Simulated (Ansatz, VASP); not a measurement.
**Ba: VASP beside Ansatz**

```
CELL_PARAMETERS angstrom
3.78919 0.00000 0.00000
0.00000 3.78919 0.00000
0.00000 0.00000 3.78919
ATOMIC_POSITIONS crystal
Ba 0.00000 0.00000 0.00000
```

Alike in both runs: task single point; functional PBE; k mesh 9 × 9 × 9; occupations fermi-dirac, width 0.1 eV; no spin polarisation.

|  | VASP | Ansatz |
| --- | --- | --- |
| version | VASP 6.6.1 | Ansatz 0.2.0 |
| potentials or method | VASP PAW PBE potentials, release 64 (Ba_sv), cutoff 520 eV | plane waves (420 eV) with PAW, scalar-relativistic |
| valence electrons in the cell | 10 | 10 |

VASP gave:

* pressure (GPa): 1.4

**Question.** Which values does Ansatz return?

**Answer.** Pressure (GPa): 1.1.

Spin-orbit coupling is off throughout.
